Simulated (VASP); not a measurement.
Set up this calculation in VASP 6.6.1, as the native input.

```yaml
Task: single point
Functional: PBE
Potentials_or_basis: VASP PAW PBE potentials, release 64 (Sn_d, Rb_sv, Pt)
Cutoff: 400 eV
k_mesh: 2 × 2 × 2
Occupations: fermi-dirac, width 0.1 eV
Spin: no spin polarisation
Dipole_correction: no
Further_INCAR_settings: ALGO = Normal; EDIFF = 1e-06; NBANDS = 79
```

The structure of Rb4Sn2Pt7 lies in POSCAR:

```
Rb4Sn2Pt7
1.0
    6.8698860000     -0.2420320000      0.7856290000
   -0.4610940000      8.2370640000      0.0600580000
    0.3762400000     -0.0880620000      6.9856300000
Sn Rb Pt
2 4 7
Direct
    0.3891636560      0.2811596926      0.8036760975
    0.5099981445      0.0263095476      0.5309617843
    0.1504485541      0.1194241886      0.2484195234
    0.1104081082      0.7609994310      0.7891908224
    0.6696862934      0.0260476989     -0.0075963579
    0.6357853956      0.6107725733      0.7736295476
    0.9072723764      0.2393522431      0.6222865358
    0.2232201745      0.4962805674      0.1429375932
    0.9355145657      0.5891171075      0.4118672807
    0.8687121268      0.4902759543      0.0653094377
    0.4110421094      0.7614799884      0.3246582532
    0.6319782194      0.3412510155      0.3919000477
    0.8160561736      0.9208518799      0.5300829105
```

The input as run:

INCAR

```
  PREC = Accurate
  ENCUT = 400
  EDIFF = 1E-6
  ISMEAR = -1
  SIGMA = 0.1
  LREAL = F
  LASPH = T
  NELM = 120
  ALGO = Normal
  ISIF = 2
  LWAVE = F
  LCHARG = F
  GGA = PE
  NBANDS = 79
  GGA_COMPAT = F
```

KPOINTS

```
Automatic mesh
0
Gamma
  2 2 2
```

Potentials or basis: VASP PAW PBE potentials, release 64 (Sn_d, Rb_sv, Pt).

The run is started by

```sh
$ cat potpaw_PBE.64/Sn_d/POTCAR potpaw_PBE.64/Rb_sv/POTCAR potpaw_PBE.64/Pt/POTCAR > POTCAR
$ mpirun -np 1 vasp_std > vasp.out
```

It gave:

- Pressure: -2.0 GPa
- Largest force: 3.117 eV/Å
- Band gap on the k mesh: zero (bands 67 and 68 overlap by 0.05 eV)

Caveat: the k points lie up to 0.46 Å⁻¹ apart; spin-orbit coupling is left out, which moves the levels of the heavy elements.

Wall time 8.4 min on 1 thread of Intel Xeon 8259CL, on a shared host, peak memory 0.42 GiB.
